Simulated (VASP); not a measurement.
# Sr: single point with r2SCAN

Sr:

```
Sr
1.0
     0.00000    3.05211    3.05211
     3.05211    0.00000    3.05211
     3.05211    3.05211    0.00000
Sr
1
Direct
  0.00000 0.00000 0.00000
```

| Quantity | Value |
| --- | --- |
| Program | VASP 6.6.1 |
| Task | single point |
| Functional | r2SCAN |
| Potentials or basis | VASP PAW PBE potentials, release 64 (Sr_sv) |
| Cutoff | 520 eV |
| k mesh | 9 × 9 × 9 |
| Occupations | gaussian, width 0.6 eV |
| Spin | no spin polarisation |

```
Pressure               : 0.1 GPa
Band gap on the k mesh : zero (band 5 reaches 1.46 eV, above the bottom of band 6 at 1.45 eV)
```

Levels at points of the mesh, in eV from the Fermi level:
| k point | band 3 | band 4 | band 5 | band 6 | band 7 | band 8 |
| --- | --- | --- | --- | --- | --- | --- |
| (0.00, 0.00, 0.00) | -19.27 | -19.27 | -3.72 | 2.73 | 2.73 | 2.73 |

It took 38 s on 1 thread of Intel(R) Xeon(R) Platinum 8488C (Sapphire Rapids), on a shared host, peak memory 0.19 GiB.

Caveat: the PAW data sets were made with another functional, which shifts forces and pressure a little.
